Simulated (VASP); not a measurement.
# NiO (P6_3mc) in VASP: notebook

Runs on NiO. Level: LDA+U. Tasks: single point.

Program: VASP 6.6.1. These are calculated values, not measurements. Logs are shortened: lines on timing, memory, paths and dates and some standing lists are left out, and cuts for length are marked.

### 1 The cell of the first run

The structure is hexagonal, space group P6_3mc (No. 186). The conventional cell has a = 3.226 Å, b = 3.226 Å, c = 5.284 Å, α = 90.00°, β = 90.00°, γ = 120.00°. Ni (site symmetry 3m) has 4 O at 1.98 Å within 2.6 Å. O (site symmetry 3m) has 4 Ni at 1.98 Å within 2.6 Å.

### 2 Single point, LDA+U, collinear spin, ferromagnetic start

INCAR reads:

```
PREC     = Accurate       # precision mode
ENCUT    = 520            # plane-wave cutoff, eV
EDIFF    = 1E-7           # SCF threshold, eV
ISMEAR   = 0              # smearing method
SIGMA    = 0.05           # smearing width, eV
LREAL    = False          # projectors in reciprocal space
LASPH    = True           # aspherical terms in the spheres
NELM     = 150            # most SCF steps
ALGO     = Normal         # electronic algorithm
ISIF     = 2              # what is computed and relaxed
LWAVE    = False          # write WAVECAR
LCHARG   = False          # write CHGCAR
ISPIN    = 2              # spin polarisation
MAGMOM   = 1.83 1.83 0.35 0.35 # initial moments
LORBIT   = 11             # projections on sites
NUPDOWN  = 4.4            # fixed moment
LMAXMIX  = 4              # l up to which the mixer works
LDAU     = True           # DFT+U
LDAUTYPE = 2            
LDAUL    = 2 -1           # shell
LDAUU    = 4 0            # U, eV
LDAUJ    = 0 0          
LDAUPRINT= 1            
GGA      = CA             # functional
NBANDS   = 28             # bands
```

KPOINTS reads:

```
regular mesh
0
Gamma
  7 7 4
```

POSCAR reads:

```
NiO
1.0
    3.2262774900      0.0000000000      0.0000000000
   -1.6131387500      2.7940382700      0.0000000000
    0.0000000000      0.0000000000      5.2838976400
Ni O
2 2
Direct
    0.6666666667      0.3333333333      0.0000000000
    0.3333333333      0.6666666667      0.5000000000
    0.6666666667      0.3333333333      0.6252000000
    0.3333333333      0.6666666667      0.1252000000
```

Potentials or basis: VASP PAW LDA potentials, release 64 (Ni, O).

Command:

```bash
cat potpaw_LDA.64/Ni/POTCAR potpaw_LDA.64/O/POTCAR > POTCAR
mpirun -np 1 vasp_std > vasp.out
```

OUTCAR:

```text
PREC = Accurate
   ENCUT = 520
   EDIFF = 1E-7
   ISMEAR = 0
   LREAL = False
   LASPH = True
   NELM = 150
   ISIF = 2
   ISPIN = 2
   LORBIT = 11
   NUPDOWN = 4.4
   GGA = CA

 ion  position               nearest neighbor table
   1  0.667  0.333  0.000-   4 1.98   4 1.98   4 1.98   3 1.98
   2  0.333  0.667  0.500-   3 1.98   3 1.98   3 1.98   4 1.98
   3  0.667  0.333  0.625-   2 1.98   2 1.98   2 1.98   1 1.98
   4  0.333  0.667  0.125-   1 1.98   1 1.98   1 1.98   2 1.98

  LATTYP: Found a hexagonal cell.
 ALAT       =     3.2262774900
 C/A-ratio  =     1.6377691182

  Lattice vectors:

 A1 = (   3.2262774900,   0.0000000000,   0.0000000000)
 A2 = (  -1.6131387500,   2.7940382700,   0.0000000000)
 A3 = (   0.0000000000,   0.0000000000,   5.2838976400)

Analysis of symmetry for initial positions (statically):
=====================================================================
 Subroutine PRICEL returns:
 Original cell was already a primitive cell.

 Routine SETGRP: Setting up the symmetry group for a
 hexagonal supercell.

 Subroutine GETGRP returns: Found 12 space group operations
 (whereof  6 operations were pure point group operations)
 out of a pool of 24 trial point group operations.

The static configuration has the point symmetry C_3v.
 The point group associated with its full space group is C_6v.

Analysis of symmetry for dynamics (positions and initial velocities):
=====================================================================
 Subroutine PRICEL returns:
 Original cell was already a primitive cell.

 Routine SETGRP: Setting up the symmetry group for a
 hexagonal supercell.

 Subroutine GETGRP returns: Found 12 space group operations
 (whereof  6 operations were pure point group operations)
 out of a pool of 24 trial point group operations.

The dynamic configuration has the point symmetry C_3v.
 The point group associated with its full space group is C_6v.

Analysis of structural, dynamic, and magnetic symmetry:
=====================================================================
 Subroutine PRICEL returns:
 Original cell was already a primitive cell.

 Routine SETGRP: Setting up the symmetry group for a
 hexagonal supercell.

 Subroutine GETGRP returns: Found 12 space group operations
 (whereof  6 operations were pure point group operations)
 out of a pool of 24 trial point group operations.

The overall configuration has the point symmetry C_3v.
 The point group associated with its full space group is C_6v.

 Subroutine INISYM returns: Found 12 space group operations
 (whereof  6 operations are pure point group operations),
 and found     1 'primitive' translations

----------------------------------------------------------------------------------------

                                     Primitive cell

  volume of cell :      47.6309

  direct lattice vectors                    reciprocal lattice vectors
     3.226277490  0.000000000  0.000000000     0.309954740  0.178952453  0.000000000
    -1.613138750  2.794038270  0.000000000     0.000000000  0.357904904  0.000000000
     0.000000000  0.000000000  5.283897640     0.000000000  0.000000000  0.189254234

  length of vectors
     3.226277490  3.226277496  5.283897640     0.357904905  0.357904904  0.189254234

  position of ions in fractional coordinates (direct lattice)
     0.666666667  0.333333333  0.000000000
     0.333333333  0.666666667  0.500000000
     0.666666667  0.333333333  0.625200000
     0.333333333  0.666666667  0.125200000

  ion indices of the primitive-cell ions
   primitive index   ion index
                 1           1
                 2           2
                 3           3
                 4           4

[... 108 lines left out ...]
  volume of cell :       47.63
 maximum number of plane-waves:      1302
 NGX is ok and might be reduce to    24
   NGX = 11   NGY = 11   NGZ = 19

atom =   1  type =  1  l = 2

 onsite density matrix

spin component  1

  0.9909  0.0000  0.0000  0.0095  0.0000
  0.0000  0.9835  0.0000 -0.0000  0.0095
  0.0000  0.0000  0.9976  0.0000  0.0000
  0.0095 -0.0000  0.0000  0.9835 -0.0000
  0.0000  0.0095  0.0000 -0.0000  0.9909

spin component  2

  0.6208 -0.0000  0.0000 -0.2315  0.0000
 -0.0000  0.7855 -0.0000 -0.0000 -0.2315
  0.0000 -0.0000  0.5079 -0.0000  0.0000
 -0.2315 -0.0000 -0.0000  0.7855  0.0000
  0.0000 -0.2315  0.0000  0.0000  0.6208

 occupancies and eigenvectors

  o =  0.4575  v =  0.0000  0.0000  0.0000  0.0000  0.0000 -0.7364 -0.2497  0.0000 -0.5197 -0.3538      0.0000  0.0000  0.0000  0.0000  0.0000  0.0000  0.0000  0.0000  0.0000  0.0000
  o =  0.4575  v =  0.0000  0.0000  0.0000  0.0000  0.0000 -0.3538  0.5197 -0.0000 -0.2497  0.7364      0.0000  0.0000  0.0000  0.0000  0.0000  0.0000  0.0000  0.0000  0.0000  0.0000
  o =  0.5079  v =  0.0000  0.0000  0.0000  0.0000  0.0000  0.0000  0.0000  1.0000  0.0000  0.0000      0.0000  0.0000  0.0000  0.0000  0.0000  0.0000  0.0000  0.0000  0.0000  0.0000
  o =  0.9488  v =  0.0000  0.0000  0.0000  0.0000  0.0000 -0.5197  0.3538 -0.0000  0.7364 -0.2497      0.0000  0.0000  0.0000  0.0000  0.0000  0.0000  0.0000  0.0000  0.0000  0.0000
  o =  0.9488  v =  0.0000  0.0000  0.0000  0.0000  0.0000  0.2497  0.7364 -0.0000 -0.3538 -0.5197      0.0000  0.0000  0.0000  0.0000  0.0000  0.0000  0.0000  0.0000  0.0000  0.0000
  o =  0.9770  v =  0.5092 -0.3574 -0.0000 -0.7438  0.2446  0.0000  0.0000  0.0000  0.0000  0.0000      0.0000  0.0000  0.0000  0.0000  0.0000  0.0000  0.0000  0.0000  0.0000  0.0000
  o =  0.9770  v = -0.2446 -0.7438 -0.0000  0.3574  0.5092  0.0000  0.0000  0.0000  0.0000  0.0000      0.0000  0.0000  0.0000  0.0000  0.0000  0.0000  0.0000  0.0000  0.0000  0.0000
  o =  0.9974  v =  0.7438  0.2446 -0.0000  0.5092  0.3574  0.0000  0.0000  0.0000  0.0000  0.0000      0.0000  0.0000  0.0000  0.0000  0.0000  0.0000  0.0000  0.0000  0.0000  0.0000
  o =  0.9974  v = -0.3574  0.5092 -0.0000 -0.2446  0.7438  0.0000  0.0000  0.0000  0.0000  0.0000      0.0000  0.0000  0.0000  0.0000  0.0000  0.0000  0.0000  0.0000  0.0000  0.0000
  o =  0.9976  v = -0.0000 -0.0000 -1.0000 -0.0000 -0.0000  0.0000  0.0000  0.0000  0.0000  0.0000      0.0000  0.0000  0.0000  0.0000  0.0000  0.0000  0.0000  0.0000  0.0000  0.0000

atom =   2  type =  1  l = 2

 onsite density matrix

spin component  1

  0.9909 -0.0000  0.0000 -0.0095  0.0000
 -0.0000  0.9835 -0.0000 -0.0000 -0.0095
  0.0000 -0.0000  0.9976 -0.0000  0.0000
 -0.0095 -0.0000 -0.0000  0.9835  0.0000
  0.0000 -0.0095  0.0000  0.0000  0.9909

spin component  2

  0.6208  0.0000  0.0000  0.2315  0.0000
  0.0000  0.7855  0.0000 -0.0000  0.2315
  0.0000  0.0000  0.5079  0.0000  0.0000
  0.2315 -0.0000  0.0000  0.7855 -0.0000
  0.0000  0.2315  0.0000 -0.0000  0.6208

 occupancies and eigenvectors

  o =  0.4575  v =  0.0000  0.0000  0.0000  0.0000  0.0000 -0.7364  0.2497  0.0000  0.5197 -0.3538      0.0000  0.0000  0.0000  0.0000  0.0000  0.0000  0.0000  0.0000  0.0000  0.0000
  o =  0.4575  v =  0.0000  0.0000  0.0000  0.0000  0.0000 -0.3538 -0.5197 -0.0000  0.2497  0.7364      0.0000  0.0000  0.0000  0.0000  0.0000  0.0000  0.0000  0.0000  0.0000  0.0000
  o =  0.5079  v =  0.0000  0.0000  0.0000  0.0000  0.0000  0.0000 -0.0000  1.0000 -0.0000  0.0000      0.0000  0.0000  0.0000  0.0000  0.0000  0.0000  0.0000  0.0000  0.0000  0.0000
  o =  0.9488  v =  0.0000  0.0000  0.0000  0.0000  0.0000 -0.5197 -0.3538 -0.0000 -0.7364 -0.2497      0.0000  0.0000  0.0000  0.0000  0.0000  0.0000  0.0000  0.0000  0.0000  0.0000
  o =  0.9488  v =  0.0000  0.0000  0.0000  0.0000  0.0000  0.2497 -0.7364 -0.0000  0.3538 -0.5197      0.0000  0.0000  0.0000  0.0000  0.0000  0.0000  0.0000  0.0000  0.0000  0.0000
  o =  0.9770  v =  0.5092  0.3574 -0.0000  0.7438  0.2446  0.0000  0.0000  0.0000  0.0000  0.0000      0.0000  0.0000  0.0000  0.0000  0.0000  0.0000  0.0000  0.0000  0.0000  0.0000
  o =  0.9770  v = -0.2446  0.7438 -0.0000 -0.3574  0.5092  0.0000  0.0000  0.0000  0.0000  0.0000      0.0000  0.0000  0.0000  0.0000  0.0000  0.0000  0.0000  0.0000  0.0000  0.0000
  o =  0.9974  v =  0.7438 -0.2446 -0.0000 -0.5092  0.3574  0.0000  0.0000  0.0000  0.0000  0.0000      0.0000  0.0000  0.0000  0.0000  0.0000  0.0000  0.0000  0.0000  0.0000  0.0000
  o =  0.9974  v = -0.3574 -0.5092 -0.0000  0.2446  0.7438  0.0000  0.0000  0.0000  0.0000  0.0000      0.0000  0.0000  0.0000  0.0000  0.0000  0.0000  0.0000  0.0000  0.0000  0.0000
  o =  0.9976  v = -0.0000  0.0000 -1.0000  0.0000 -0.0000  0.0000  0.0000  0.0000  0.0000  0.0000      0.0000  0.0000  0.0000  0.0000  0.0000  0.0000  0.0000  0.0000  0.0000  0.0000

 number of electron      31.9999978 magnetization       4.3999988

 Free energy of the ion-electron system (eV)
  ---------------------------------------------------
  ext. energy  EPLUGINS =         0.00000000
  ---------------------------------------------------
  free energy    TOTEN  =       -21.72523610 eV

  energy without entropy =      -21.71979957  energy(sigma->0) =      -21.72251784

 E-fermi :   4.2197     XC(G=0): -11.4432

 val. band max:        7.4787302287   @ k =   0.1429   0.1429   0.2500
 cond. band min:       4.2385356158   @ k =   0.2857   0.2857   0.2500
 fundamental gap:     -3.2401946129
 Fermi energy:         7.5009157677

 spin component 1

 k-point     1 :       0.0000    0.0000    0.0000
  band No.  band energies     occupation
      1     -14.6563      1.00000
      2     -14.0986      1.00000
      3      -2.2533      1.00000
      4      -2.2533      1.00000
      5      -2.2195      1.00000
      6      -2.0778      1.00000
[... 733 lines left out ...]
     27      20.7710      0.00000
     28      20.7710      0.00000
 Fermi energy:         4.2197106406

 spin component 2

 k-point     1 :       0.0000    0.0000    0.0000
  band No.  band energies     occupation
      1     -13.9893      1.00000
      2     -13.3229      1.00000
      3      -1.4744      1.00000
      4      -0.0393      1.00000
      5      -0.0168      1.00000
      6      -0.0168      1.00000
[... 733 lines left out ...]
     27      21.3400      0.00000
     28      21.3400      0.00000

------------------------ aborting loop because EDIFF is reached ----------------------------------------

  FORCE on cell =-STRESS in cart. coord.  units (eV):
  Direction    XX          YY          ZZ          XY          YZ          ZX
  --------------------------------------------------------------------------------------
  -------------------------------------------------------------------------------------
  Total       -6.0099094     -6.0099094     -5.1862597      0.0000000     -0.0000000      0.0000000
  in kB     -202.1575858   -202.1575864   -174.4521713      0.0000004     -0.0000000      0.0000000
  external PRESSURE =    -192.9224478 kB  Pullay stress =       0.0000000 kB

 VOLUME and BASIS-vectors are now :
 -----------------------------------------------------------------------------
  energy-cutoff  :      520.00
  volume of cell :       47.63
      direct lattice vectors                 reciprocal lattice vectors
     3.226277490  0.000000000  0.000000000     0.309954740  0.178952453  0.000000000
    -1.613138750  2.794038270  0.000000000     0.000000000  0.357904904  0.000000000
     0.000000000  0.000000000  5.283897640     0.000000000  0.000000000  0.189254234

 POSITION                                       TOTAL-FORCE (eV/Angst)
 -----------------------------------------------------------------------------------
      1.61314      0.93135      0.00000         0.000000      0.000000     -0.027108
     -0.00000      1.86269      2.64195         0.000000     -0.000000     -0.027108
      1.61314      0.93135      3.30349        -0.000000      0.000000      0.027108
     -0.00000      1.86269      0.66154         0.000000     -0.000000      0.027108
 -----------------------------------------------------------------------------------
    total drift:                               -0.000000     -0.000000      0.000018

  FREE ENERGIE OF THE ION-ELECTRON SYSTEM (eV)
  ---------------------------------------------------
  free  energy   TOTEN  =       -21.7252361030 eV

  energy  without entropy=      -21.7197995683  energy(sigma->0) =      -21.72251784

 total charge

# of ion       s       p       d       tot
------------------------------------------
    1        0.383   0.430   8.240   9.054
    2        0.383   0.430   8.240   9.054
    3        1.550   3.365   0.000   4.915
    4        1.550   3.365   0.000   4.915
--------------------------------------------------
tot          3.867   7.591  16.481  27.939

 magnetization (x)

# of ion       s       p       d       tot
------------------------------------------
    1        0.021   0.041   1.626   1.688
    2        0.021   0.041   1.626   1.688
    3        0.029   0.383   0.000   0.412
    4        0.029   0.383   0.000   0.412
--------------------------------------------------
tot          0.100   0.848   3.252   4.200
```

It took 3 min on 1 thread of Intel Xeon 6975P-C, shared host; peak memory 0.15 GiB.

Results:

```yaml
Free_energy: -21.7252 eV
Pressure: -19.3 GPa
Largest_force: 0.027 eV/Å
Net_moment: 4.40 μB per cell
Site_moments: Ni +1.69; O +0.41 μB
Valence_electrons_inside_the_program's_atomic_spheres: Ni 9.05; O 4.92
```

Forces on the atoms (eV/Å):
```
Ni   0.000  0.000 -0.027
Ni   0.000  0.000 -0.027
O    0.000  0.000  0.027
O    0.000  0.000  0.027
```

Eigenvalues of the final occupation matrices:
```tsv
site	spin	trace	eigenvalues
site 1 d	1	4.95	0.98 0.98 1.00 1.00 1.00
site 1 d	2	3.32	0.46 0.46 0.51 0.95 0.95
site 2 d	1	4.95	0.98 0.98 1.00 1.00 1.00
site 2 d	2	3.32	0.46 0.46 0.51 0.95 0.95
```

Caveat: the total moment is fixed, so each spin has its own Fermi level.

### 3 Single point, LDA+U, collinear spin, ferromagnetic start

INCAR, as its differences from that of step 2:

```diff
@@ -1,4 +1,4 @@
 PREC     = Accurate       # precision mode
-ENCUT    = 520            # plane-wave cutoff, eV
-EDIFF    = 1E-7           # SCF threshold, eV
+ENCUT    = 600            # plane-wave cutoff, eV
+EDIFF    = 1E-6           # SCF threshold, eV
 ISMEAR   = 0              # smearing method
@@ -7,3 +7,3 @@
 LASPH    = True           # aspherical terms in the spheres
-NELM     = 150            # most SCF steps
+NELM     = 200            # most SCF steps
 ALGO     = Normal         # electronic algorithm
@@ -24,2 +24,3 @@
 GGA      = CA             # functional
-NBANDS   = 28             # bands
+NBANDS   = 36             # bands
+GGA_COMPAT= False
```

KPOINTS is that of step 2.

POSCAR is that of step 2.

Potentials or basis: VASP PAW LDA potentials, release 64 (Ni_sv_GW, O).

Command:

```bash
cat potpaw_LDA.64/Ni_sv_GW/POTCAR potpaw_LDA.64/O/POTCAR > POTCAR
mpirun -np 1 vasp_std > vasp.out
```

OUTCAR:

```text
PREC = Accurate
   ENCUT = 600
   EDIFF = 1E-6
   ISMEAR = 0
   LREAL = False
   LASPH = True
   NELM = 200
   ISIF = 2
   ISPIN = 2
   LORBIT = 11
   NUPDOWN = 4.4
   GGA = CA

 ion  position               nearest neighbor table
   1  0.667  0.333  0.000-   4 1.98   4 1.98   4 1.98   3 1.98
   2  0.333  0.667  0.500-   3 1.98   3 1.98   3 1.98   4 1.98
   3  0.667  0.333  0.625-   2 1.98   2 1.98   2 1.98   1 1.98
   4  0.333  0.667  0.125-   1 1.98   1 1.98   1 1.98   2 1.98

  LATTYP: Found a hexagonal cell.
 ALAT       =     3.2262774900
 C/A-ratio  =     1.6377691182

  Lattice vectors:

 A1 = (   3.2262774900,   0.0000000000,   0.0000000000)
 A2 = (  -1.6131387500,   2.7940382700,   0.0000000000)
 A3 = (   0.0000000000,   0.0000000000,   5.2838976400)

Analysis of symmetry for initial positions (statically):
[... 2151 lines left out ...]
  Direction    XX          YY          ZZ          XY          YZ          ZX
  --------------------------------------------------------------------------------------
  -------------------------------------------------------------------------------------
  Total       -5.5642552     -5.5642552     -4.3919975      0.0000000     -0.0000000      0.0000000
  in kB     -187.1669473   -187.1669478   -147.7352736      0.0000003     -0.0000000      0.0000000
  external PRESSURE =    -174.0230562 kB  Pullay stress =       0.0000000 kB

 VOLUME and BASIS-vectors are now :
 -----------------------------------------------------------------------------
  energy-cutoff  :      600.00
  volume of cell :       47.63
      direct lattice vectors                 reciprocal lattice vectors
     3.226277490  0.000000000  0.000000000     0.309954740  0.178952453  0.000000000
    -1.613138750  2.794038270  0.000000000     0.000000000  0.357904904  0.000000000
     0.000000000  0.000000000  5.283897640     0.000000000  0.000000000  0.189254234

 POSITION                                       TOTAL-FORCE (eV/Angst)
 -----------------------------------------------------------------------------------
      1.61314      0.93135      0.00000         0.000000     -0.000000     -0.035364
     -0.00000      1.86269      2.64195        -0.000000      0.000000     -0.035364
      1.61314      0.93135      3.30349         0.000000     -0.000000      0.035364
     -0.00000      1.86269      0.66154        -0.000000      0.000000      0.035364
 -----------------------------------------------------------------------------------
    total drift:                                0.000000     -0.000000      0.001389

  FREE ENERGIE OF THE ION-ELECTRON SYSTEM (eV)
  ---------------------------------------------------
  free  energy   TOTEN  =       -22.4162373768 eV

  energy  without entropy=      -22.4106149591  energy(sigma->0) =      -22.41342617

 total charge

# of ion       s       p       d       f       tot
--------------------------------------------------
    1        2.185   6.248   7.719   0.008  16.160
    2        2.185   6.248   7.719   0.008  16.160
    3        1.546   3.383   0.000   0.000   4.929
    4        1.546   3.383   0.000   0.000   4.929
--------------------------------------------------
tot          7.463  19.262  15.437   0.016  42.178

 magnetization (x)

# of ion       s       p       d       f       tot
--------------------------------------------------
    1        0.015   0.028   1.667   0.001   1.711
    2        0.015   0.028   1.667   0.001   1.711
    3        0.030   0.353   0.000   0.000   0.383
    4        0.030   0.353   0.000   0.000   0.383
--------------------------------------------------
tot          0.090   0.761   3.334   0.002   4.187
```

stdout:

```text
POSCAR found type information on POSCAR NiO
 POSCAR found :  2 types and       4 ions
 scaLAPACK will be used
 LDA part: xc-table for (Slater(with rela. corr.)+CA(PZ))
 , standard interpolation
 POSCAR, INCAR and KPOINTS ok, starting setup
 FFT: planning ... GRIDC
 FFT: planning ... GRID_SOFT
 FFT: planning ... GRID
 WAVECAR not read
 entering main loop
```

Run time: 1.9 min. Hardware: 1 thread of Intel Xeon 6975P-C (Granite Rapids), shared host; peak memory 0.22 GiB.

Results:

```yaml
Free_energy: -22.4162 eV
Pressure: -17.4 GPa
Largest_force: 0.035 eV/Å
Net_moment: 4.40 μB per cell
Site_moments: Ni +1.71; O +0.38 μB
Valence_electrons_inside_the_program's_atomic_spheres: Ni 16.16; O 4.93
```

Forces on the atoms (eV/Å):
```
Ni   0.000  0.000 -0.035
Ni   0.000  0.000 -0.035
O    0.000  0.000  0.035
O    0.000  0.000  0.035
```

Eigenvalues of the final occupation matrices:
| site | spin | trace | eigenvalues |
| --- | --- | --- | --- |
| site 1 d | 1 | 4.71 | 0.94 0.94 0.94 0.95 0.95 |
| site 1 d | 2 | 3.04 | 0.38 0.38 0.47 0.90 0.90 |
| site 2 d | 1 | 4.71 | 0.94 0.94 0.94 0.95 0.95 |
| site 2 d | 2 | 3.04 | 0.38 0.38 0.47 0.90 0.90 |

Caveat: the total moment is fixed, so each spin has its own Fermi level.
